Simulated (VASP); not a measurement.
Wanted: the native input for a VASP 6.6.1 run.

```yaml
Task: single point
Functional: PBEsol
Potentials_or_basis: VASP PAW PBE potentials, release 64 (F)
Cutoff: 520 eV
k_mesh: 10 × 10 × 5
Occupations: fermi-dirac, width 0.05 eV
Spin: no spin polarisation
Dipole_correction: no
Further_INCAR_settings: ALGO = Normal; EDIFF = 1e-06; NBANDS = 22
```

The structure of F lies in POSCAR:

```
F
1.0
    2.9904154326     -1.7803105115      0.1722548513
    2.9904154326      1.7803105115      0.1722548513
   -1.2231336987      0.0000000000      6.6948962578
F
4
Direct
    0.9217777019      0.5857884117      0.0939778158
    0.4142115883      0.0782222981      0.4060221842
    0.0782222981      0.4142115883      0.9060221842
    0.5857884117      0.9217777019      0.5939778158
```

These files were run (other wordings do the same):

INCAR

```
SYSTEM = F
PREC = Accurate ; ENCUT = 520
EDIFF = 1E-6 ; ISMEAR = -1
SIGMA = 0.05 ; LREAL = .False.
LASPH = .True. ; NELM = 80
ALGO = Normal ; ISIF = 2
LWAVE = .False. ; LCHARG = .False.
GGA = PS ; NBANDS = 22
```

KPOINTS

```
Automatic mesh
0
Gamma
  10 10 5
  0 0 0
```

Potentials or basis: VASP PAW PBE potentials, release 64 (F).

Run with:

```bash
$ cat potpaw_PBE.64/F/POTCAR > POTCAR
$ mpirun -np 1 vasp_std > vasp.out
```

Results of the run:

- Pressure: 0.4 GPa
- Largest force: 0.432 eV/Å
- Band gap on the k mesh: 3.08 eV, indirect (the least direct gap lies 5.0 meV higher)

Caveat: the PAW data sets were made with another functional, which shifts forces and pressure a little.

Wall time 2.6 min on 1 thread of Intel(R) Xeon(R) Platinum 8375C CPU @ 2.90GHz (Ice Lake), with other jobs on the host, peak memory 0.28 GiB.
